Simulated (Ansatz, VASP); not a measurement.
TaAs: VASP beside Ansatz

Contents of INCAR:

```
SYSTEM = TaAs
PREC = Accurate ; ENCUT = 520
EDIFF = 1E-6 ; ISMEAR = -1
SIGMA = 0.05 ; LREAL = .False.
LASPH = .True. ; NELM = 150
ALGO = Normal ; ISIF = 2
LWAVE = .False. ; LCHARG = .False.
LMAXMIX = 4 ; LDAU = .True.
LDAUTYPE = 2 ; LDAUL = 2 -1
LDAUU = 4 0 ; LDAUJ = 0 0
LDAUPRINT = 1 ; GGA = PS
NBANDS = 24
```

The input KPOINTS:

```
Automatic mesh
0
Gamma
  11 11 11
  0 0 0
```

POSCAR

```
TaAs
1.0
   -1.7218133622      1.7218133622      5.8679415361
    1.7218133622     -1.7218133622      5.8679415361
    1.7218133622      1.7218133622     -5.8679415361
Ta As
2 2
Direct
    0.4999673000      0.4999673000      0.0000000000
    0.2499673000      0.7499673000      0.5000000000
    0.0826321200      0.0826321200      0.0000000000
    0.8326321200      0.3326321200      0.5000000000
```

The input input.yaml:

```yaml
crystal:
  lattice:
    - [-1.7218133622, 1.7218133622, 5.8679415361]
    - [1.7218133622, -1.7218133622, 5.8679415361]
    - [1.7218133622, 1.7218133622, -5.8679415361]
  atoms:
    - { symbol: Ta, position: [0.4999673, 0.4999673, 0.0] }
    - { symbol: Ta, position: [0.2499673, 0.7499673, 0.5] }
    - { symbol: As, position: [0.08263212, 0.08263212, 0.0] }
    - { symbol: As, position: [0.83263212, 0.33263212, 0.5] }
hamiltonian:
  xc: pbesol
  pseudopotentials: { kind: paw }
  hubbard: { sites: [{ species: Ta, l: d, u_eff: 4.0 }] }
kpoints:
  mp_grid: { grid: [11, 11, 11] }
  band_path:
    path:
      - [[0.0, 0.0, 0.0], [-0.5, 0.5, 0.0], [-0.5, 0.5, -0.0430497462], [-0.2715248731, 0.2715248731, -0.2715248731], [0.0, 0.0, 0.0], [0.5, 0.5, -0.5], [0.2715248731, 0.7284751269, -0.7284751269], [0.0, 0.5, -0.5], [-0.25, 0.75, -0.25], [0.0430497462, 0.9569502538, -0.5], [0.5, 0.5, -0.5]]
      - [[-0.5, 0.5, 0.0], [-0.25, 0.75, -0.25]]
    npoints: 14
scf:
  occupations: { method: fermi_dirac, width: 0.05 }
  n_extra_bands: 10
output:
  forces: true
  stress: true
  eigenvalues: true
  fatbands: true
  write_density: true
  write_potential: true
  elf: true
  volumetric_format: npy
```

Alike in both runs: functional PBEsol; k mesh 11 × 11 × 11; occupations fermi-dirac, width 0.05 eV; no spin polarisation; Hubbard terms Ta d U = 4.0 eV.

```csv
,VASP,Ansatz
version,VASP 6.6.1,Ansatz 0.2.0
potentials or method,"VASP PAW PBE potentials, release 64 (Ta_pv, As)",Ansatz PAW
plane-wave cutoff (eV),520,420
valence electrons in the cell,32,56
task,single point,band structure
```

```tsv
	VASP	Ansatz	Ansatz less VASP
gap on the k mesh at the Fermi level (eV)	none	none	-
pressure (GPa)	3.2	-1.6	-4.83
traceless stress, the component that is largest in VASP (GPa)	-0.85	-0.26	+0.597
rms of the force components (eV/Å)	0.014	0.006	-0.0075
```

VASP's potentials were made for PBE, not for PBEsol. The programs project onto different local orbitals, so the same U acts differently, and such runs can settle in different states. Atom by atom the forces differ by 0.008 eV/Å (rms over components). A gap of «none» marks a metal or a gap that the smearing closes. VASP's potentials hold 32 valence electrons a cell and Ansatz's 56, so a difference there can come from the potentials and not from the codes.

Spin-orbit coupling is off throughout.
